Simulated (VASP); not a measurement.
# CuI (Marshite) (F-43m) in VASP: a series of runs

The runs below take CuI (Marshite) through single point, with PBE, revPBE+D3(BJ), revPBE+D4.

Program: VASP 6.6.1. These are calculated values, not measurements. Logs are shortened: lines on timing, memory, paths and dates and some standing lists are left out, and cuts for length are marked.

**1. The cell of the first run**

It takes space group F-43m (No. 216, cubic). The conventional cell has a = 6.063 Å, b = 6.063 Å, c = 6.063 Å, α = 90.00°, β = 90.00°, γ = 90.00°. I (site symmetry -43m) has 4 Cu at 2.63 Å within 3.5 Å. Cu (site symmetry -43m) has 4 I at 2.63 Å within 3.5 Å.

**2. Single point, PBE**

INCAR reads:

```
PREC = Accurate
ENCUT = 520
EDIFF = 1E-6
ISMEAR = -1
SIGMA = 0.06
LREAL = F
LASPH = T
NELM = 80
ALGO = Normal
ISIF = 2
LWAVE = F
LCHARG = T
GGA = PE
LELF = T
LVHAR = T
NBANDS = 16
```

KPOINTS reads:

```
regular mesh
0
Gamma
  4 4 4
```

POSCAR reads:

```
CuI
1.0
    0.0000000000      3.0315000000      3.0315000000
    3.0315000000      0.0000000000      3.0315000000
    3.0315000000      3.0315000000      0.0000000000
I Cu
1 1
Direct
    0.0000000000      0.0000000000      0.0000000000
    0.7500000000      0.7500000000      0.7500000000
```

Potentials or basis: VASP PAW PBE potentials, release 64 (I, Cu).

The run is started by

```
$ cat potpaw_PBE.64/I/POTCAR potpaw_PBE.64/Cu/POTCAR > POTCAR
$ mpirun -np 1 vasp_std > vasp.out
```

OUTCAR:

```text
PREC = Accurate
   ENCUT = 520
   EDIFF = 1E-6
   ISMEAR = -1
   LREAL = F
   LASPH = T
   NELM = 80
   ISIF = 2
   GGA = PE

 ion  position               nearest neighbor table
   1  0.000  0.000  0.000-   2 2.63   2 2.63   2 2.63   2 2.63
   2  0.750  0.750  0.750-   1 2.63   1 2.63   1 2.63   1 2.63

  LATTYP: Found a face centered cubic cell.
 ALAT       =     6.0630000000

  Lattice vectors:

 A1 = (   0.0000000000,   3.0315000000,   3.0315000000)
 A2 = (   3.0315000000,   0.0000000000,   3.0315000000)
 A3 = (   3.0315000000,   3.0315000000,   0.0000000000)

Analysis of symmetry for initial positions (statically):
=====================================================================
 Subroutine PRICEL returns:
 Original cell was already a primitive cell.

 Routine SETGRP: Setting up the symmetry group for a
 face centered cubic supercell.

 Subroutine GETGRP returns: Found 24 space group operations
 (whereof 24 operations were pure point group operations)
 out of a pool of 48 trial point group operations.

The static configuration has the point symmetry T_d .

Analysis of symmetry for dynamics (positions and initial velocities):
=====================================================================
 Subroutine PRICEL returns:
 Original cell was already a primitive cell.

 Routine SETGRP: Setting up the symmetry group for a
 face centered cubic supercell.

 Subroutine GETGRP returns: Found 24 space group operations
 (whereof 24 operations were pure point group operations)
 out of a pool of 48 trial point group operations.

The dynamic configuration has the point symmetry T_d .

 Subroutine INISYM returns: Found 24 space group operations
 (whereof 24 operations are pure point group operations),
 and found     1 'primitive' translations

----------------------------------------------------------------------------------------

                                     Primitive cell

  volume of cell :      55.7189

  direct lattice vectors                    reciprocal lattice vectors
     0.000000000  3.031500000  3.031500000    -0.164934851  0.164934851  0.164934851
     3.031500000  0.000000000  3.031500000     0.164934851 -0.164934851  0.164934851
     3.031500000  3.031500000  0.000000000     0.164934851  0.164934851 -0.164934851

  length of vectors
     4.287188414  4.287188414  4.287188414     0.285675541  0.285675541  0.285675541

  position of ions in fractional coordinates (direct lattice)
     0.000000000  0.000000000  0.000000000
     0.750000000  0.750000000  0.750000000

  ion indices of the primitive-cell ions
   primitive index   ion index
                 1           1
                 2           2

----------------------------------------------------------------------------------------

 KPOINTS: regular mesh

Automatic generation of k-mesh.
 Grid dimensions read from file:
 generate k-points for:    4    4    4

 Generating k-lattice:

  Cartesian coordinates                     Fractional coordinates (reciprocal lattice)
    -0.041233713  0.041233713  0.041233713     0.250000000  0.000000000  0.000000000
     0.041233713 -0.041233713  0.041233713     0.000000000  0.250000000  0.000000000
     0.041233713  0.041233713 -0.041233713     0.000000000  0.000000000  0.250000000

  Length of vectors
     0.071418885  0.071418885  0.071418885

  Shift w.r.t. Gamma in fractional coordinates (k-lattice)
     0.000000000  0.000000000  0.000000000

 Subroutine IBZKPT returns following result:
 ===========================================

 Found      8 irreducible k-points:

 Following reciprocal coordinates:
            Coordinates               Weight
  0.000000  0.000000  0.000000      1.000000
  0.250000  0.000000  0.000000      8.000000
  0.500000  0.000000  0.000000      4.000000
  0.250000  0.250000  0.000000      6.000000
  0.500000  0.250000  0.000000     24.000000
 -0.250000  0.250000  0.000000     12.000000
  0.500000  0.500000  0.000000      3.000000
 -0.250000  0.500000  0.250000      6.000000
   k-points           NKPTS =      8   k-points in BZ     NKDIM =      8   number of bands    NBANDS=     16
   number of dos      NEDOS =    301   number of ions     NIONS =      2
   total plane-waves  NPLWV =  32768
   dimension x,y,z NGX =    32 NGY =   32 NGZ =   32
   dimension x,y,z NGXF=    64 NGYF=   64 NGZF=   64
   ions per type =               1   1
   NGX,Y,Z   is equivalent  to a cutoff of  12.41, 12.41, 12.41 a.u.
   NGXF,Y,Z  is equivalent  to a cutoff of  24.82, 24.82, 24.82 a.u.
 SYSTEM =  unknown system
   PREC   = accura    normal or accurate (medium, high low for compatibility)
   ISTART =      0    job   : 0-new  1-cont  2-samecut
   ICHARG =      2    charge: 1-file 2-atom 10-const
   ISPIN  =      1    spin polarized calculation?
   LNONCOLLINEAR =      F non collinear calculations
   LSORBIT =      F    spin-orbit coupling
   LASPH  =      T    aspherical Exc in radial PAW
   ENCUT  =  520.0 eV  38.22 Ry    6.18 a.u.   7.97  7.97  7.97*2*pi/ulx,y,z
   NELM   =     80;   NELMIN=  2; NELMDL= -5     # of ELM steps
   EDIFF  = 0.1E-05   stopping-criterion for ELM
   LREAL  =      F    real-space projection
   EDIFFG = 0.1E-04   stopping-criterion for IOM
   NSW    =      0    number of steps for IOM
   IBRION =     -1    ionic relax: 0-MD 1-quasi-New 2-CG
   NFREE  =      0    steps in history (QN), initial steepest desc. (CG)
   ISIF   =      2    stress and relaxation
   ISYM   =      2    0-nonsym 1-usesym 2-fastsym
   POTIM  = 0.5000    time-step for ionic-motion
   TEBEG  =    0.0;   TEEND  =   0.0 temperature during run
   PSTRESS=    0.0 pullay stress
   NELECT =      18.0000    total number of electrons
   NUPDOWN=      -1.0000    fix difference up-down
   EMIN   =  10.00;   EMAX   =-10.00  energy-range for DOS
   EFERMI =   0.00;   METHOD = LEGACY
   ISMEAR =    -1;   SIGMA  =   0.06  broadening in eV -4-tet -1-fermi 0-gaus
   EFERMI_NEDOS =   21; number of points for ismear=-14 and -15
   IALGO  =     38    algorithm
   IMIX   =      4    mixing-type and parameters
     AMIX     =   0.40;   BMIX     =  1.00
     AMIX_MAG =   1.60;   BMIX_MAG =  1.00
  volume/ion in A,a.u.               =      27.86       188.00
  Fermi-wavevector in a.u.,A,eV,Ry     =   1.123306  2.122741 17.168055  1.261816
  Thomas-Fermi vector in A             =   2.259971
   LORBIT       =      0    0 simple, 1 ext, 2 COOP (PROOUT), +10 PAW based schemes
   GGA     = PE    functional components
   LHFCALC =     F    Hartree Fock is set to
   AEXX    =    0.0000 exact exchange contribution
   IVDW    =     0    specifies the selected vdW correction
   LEPSILON=     F    determine dielectric tensor
   LRPA    =     F    only Hartree local field effects (RPA)
 non-spin polarized calculation
  energy-cutoff  :      520.00
  volume of cell :       55.72
 maximum number of plane-waves:      1524
   NGX = 15   NGY = 15   NGZ = 15

 number of electron      18.0000014 magnetization

 Free energy of the ion-electron system (eV)
  ---------------------------------------------------
  ext. energy  EPLUGINS =         0.00000000
  ---------------------------------------------------
  free energy    TOTEN  =        -5.52801685 eV

  energy without entropy =       -5.52801169  energy(sigma->0) =       -5.52801427

 E-fermi :   5.0467     XC(G=0):  -8.9284

 val. band max:        4.4435329044   @ k =   0.0000   0.0000   0.0000
 cond. band min:       5.5833034643   @ k =   0.0000   0.0000   0.0000
 fundamental gap:      1.1397705599
 Fermi energy:         5.0467076401

 k-point     1 :       0.0000    0.0000    0.0000
  band No.  band energies     occupation
      1      -9.5607      2.00000
      2       0.8044      2.00000
      3       0.8044      2.00000
      4       0.8044      2.00000
      5       2.5877      2.00000
      6       2.5877      2.00000
[... 8 lines left out ...]
     15      14.0161      0.00000
     16      14.0161      0.00000

 k-point     2 :       0.2500    0.0000    0.0000
  band No.  band energies     occupation
      1      -9.3023      2.00000
      2      -0.1919      2.00000
      3       0.8209      2.00000
      4       0.8209      2.00000
      5       2.5788      2.00000
      6       2.5788      2.00000
[... 8 lines left out ...]
     15      13.1595      0.00000
     16      13.3639      0.00000

 k-point     3 :       0.5000    0.0000    0.0000
  band No.  band energies     occupation
      1      -9.0078      2.00000
      2      -1.1399      2.00000
      3       0.8275      2.00000
      4       0.8275      2.00000
      5       2.6158      2.00000
      6       2.6158      2.00000
[... 8 lines left out ...]
     15      15.3099      0.00000
     16      15.3099      0.00000

 k-point     4 :       0.2500    0.2500    0.0000
  band No.  band energies     occupation
      1      -9.2156      2.00000
      2      -0.2442      2.00000
      3       0.7489      2.00000
      4       0.7489      2.00000
      5       2.4910      2.00000
      6       2.6311      2.00000
[... 8 lines left out ...]
     15      14.6217      0.00000
     16      16.0680      0.00000

 k-point     5 :       0.5000    0.2500    0.0000
  band No.  band energies     occupation
      1      -8.9184      2.00000
      2      -0.8417      2.00000
      3       0.3227      2.00000
      4       0.7642      2.00000
      5       2.5170      2.00000
      6       2.6303      2.00000
[... 8 lines left out ...]
     15      15.4500      0.00000
     16      16.3087      0.00000

 k-point     6 :      -0.2500    0.2500    0.0000
  band No.  band energies     occupation
      1      -9.0179      2.00000
      2      -0.6085      2.00000
      3       0.2311      2.00000
      4       0.8431      2.00000
      5       2.5480      2.00000
      6       2.5877      2.00000
[... 8 lines left out ...]
     15      14.6493      0.00000
     16      16.4785      0.00000

 k-point     7 :       0.5000    0.5000    0.0000
  band No.  band energies     occupation
      1      -8.8202      2.00000
      2      -1.1249      2.00000
      3       0.6965      2.00000
      4       0.6965      2.00000
      5       2.5636      2.00000
      6       2.6450      2.00000
[... 8 lines left out ...]
     15      15.7098      0.00000
     16      16.4633      0.00000

 k-point     8 :      -0.2500    0.5000    0.2500
  band No.  band energies     occupation
      1      -8.8165      2.00000
      2      -0.6613      2.00000
      3      -0.0794      2.00000
      4       0.6056      2.00000
      5       2.5265      2.00000
      6       2.5414      2.00000
[... 8 lines left out ...]
     15      15.9828      0.00000
     16      16.4433      0.00000

------------------------ aborting loop because EDIFF is reached ----------------------------------------

  FORCE on cell =-STRESS in cart. coord.  units (eV):
  Direction    XX          YY          ZZ          XY          YZ          ZX
  --------------------------------------------------------------------------------------
  -------------------------------------------------------------------------------------
  Total        0.1863662      0.1863662      0.1863662     -0.0000000      0.0000000      0.0000000
  in kB        5.3588913      5.3588913      5.3588913     -0.0000000      0.0000000      0.0000000
  external PRESSURE =       5.3588913 kB  Pullay stress =       0.0000000 kB

 VOLUME and BASIS-vectors are now :
 -----------------------------------------------------------------------------
  energy-cutoff  :      520.00
  volume of cell :       55.72
      direct lattice vectors                 reciprocal lattice vectors
     0.000000000  3.031500000  3.031500000    -0.164934851  0.164934851  0.164934851
     3.031500000  0.000000000  3.031500000     0.164934851 -0.164934851  0.164934851
     3.031500000  3.031500000  0.000000000     0.164934851  0.164934851 -0.164934851

 POSITION                                       TOTAL-FORCE (eV/Angst)
 -----------------------------------------------------------------------------------
      0.00000      0.00000      0.00000         0.000000      0.000000      0.000000
      4.54725      4.54725      4.54725        -0.000000     -0.000000     -0.000000
 -----------------------------------------------------------------------------------
    total drift:                               -0.000001     -0.000001     -0.000001

  FREE ENERGIE OF THE ION-ELECTRON SYSTEM (eV)
  ---------------------------------------------------
  free  energy   TOTEN  =        -5.5280168455 eV

  energy  without entropy=       -5.5280116875  energy(sigma->0) =       -5.52801427
```

Run time: 16 s. Hardware: 1 thread of Intel Xeon Platinum 8259CL at 2.50GHz (Skylake/Cascade Lake), shared host; peak memory 0.17 GiB.

Results:

| Item | Value |
| --- | --- |
| Free energy | -5.5280 eV |
| Pressure | 0.5 GPa |
| Band gap on the k mesh | 1.14 eV, direct |

Levels at points of the mesh, in eV from the valence-band top:
| k point | band 5 | band 6 | band 7 | band 8 | band 9 | band 10 | band 11 | band 12 | band 13 | band 14 |
| --- | --- | --- | --- | --- | --- | --- | --- | --- | --- | --- |
| (0.00, 0.00, 0.00) | -1.86 | -1.86 | 0.00 | 0.00 | 0.00 | 1.14 | 4.86 | 4.86 | 4.86 | 8.18 |
| (0.50, 0.00, 0.00) | -1.83 | -1.83 | -1.78 | -0.71 | -0.71 | 2.15 | 5.40 | 5.40 | 7.40 | 9.12 |
| (0.50, 0.50, 0.00) | -1.88 | -1.80 | -1.77 | -1.50 | -1.50 | 2.71 | 2.90 | 9.19 | 9.75 | 9.75 |

Caveat: the k points lie up to 0.45 Å⁻¹ apart; spin-orbit coupling is left out, which moves the levels of the heavy elements.

**3. Single point, revPBE+D3(BJ)**

This run uses another cell than the first one, of 26.15 Å³/atom, 0.939 times its volume.

INCAR reads:

```
ALGO     = Normal         # electronic algorithm
EDIFF    = 1E-7           # SCF threshold, eV
ENCUT    = 520            # plane-wave cutoff, eV
GGA      = RE             # functional
ISIF     = 2              # what is computed and relaxed
ISMEAR   = -1             # smearing method
IVDW     = 12             # dispersion correction
LASPH    = True           # aspherical terms in the spheres
LCHARG   = False          # write CHGCAR
LREAL    = False          # projectors in reciprocal space
LWAVE    = False          # write WAVECAR
NBANDS   = 16             # bands
NELM     = 80             # most SCF steps
PREC     = Accurate       # precision mode
SIGMA    = 0.05           # smearing width, eV
```

KPOINTS reads:

```
k-points
0
Gamma
  8 8 8
```

POSCAR reads:

```
CuI
1.0
    0.0000000000      2.9681659584      2.9681659584
    2.9681659584      0.0000000000      2.9681659584
    2.9681659584      2.9681659584      0.0000000000
I Cu
1 1
Direct
    0.0000000000      0.0000000000      0.0000000000
    0.7500000000      0.7500000000      0.7500000000
```

Potentials or basis: VASP PAW PBE potentials, release 64 (I, Cu).

The run is started by

```
$ cat potpaw_PBE.64/I/POTCAR potpaw_PBE.64/Cu/POTCAR > POTCAR
$ mpirun -np 1 vasp_std > vasp.out
```

It took 33 s on 1 thread of Intel Xeon Platinum 8259CL at 2.50GHz (Skylake/Cascade Lake), shared host; peak memory 0.19 GiB.

It converged, with:

- Free energy: -6.2768 eV
- Pressure: 0.0 GPa
- Band gap on the k mesh: 1.42 eV, direct
- Dispersion energy per atom: -0.706 eV

Levels at points of the mesh, in eV from the valence-band top:
| k point | band 6 | band 7 | band 8 | band 9 | band 10 | band 11 | band 12 | band 13 |
| --- | --- | --- | --- | --- | --- | --- | --- | --- |
| (0.00, 0.00, 0.00) | -2.11 | 0.00 | 0.00 | 0.00 | 1.42 | 4.81 | 4.81 | 4.81 |
| (0.50, 0.00, 0.00) | -2.07 | -2.02 | -0.81 | -0.81 | 2.27 | 5.38 | 5.38 | 7.62 |
| (0.50, 0.50, 0.00) | -2.03 | -2.01 | -1.71 | -1.71 | 2.66 | 2.92 | 9.75 | 10.12 |

Caveat: the PAW data sets were made with another functional, which shifts forces and pressure a little; spin-orbit coupling is left out, which moves the levels of the heavy elements.

(Part 1 of 2 ends here.)
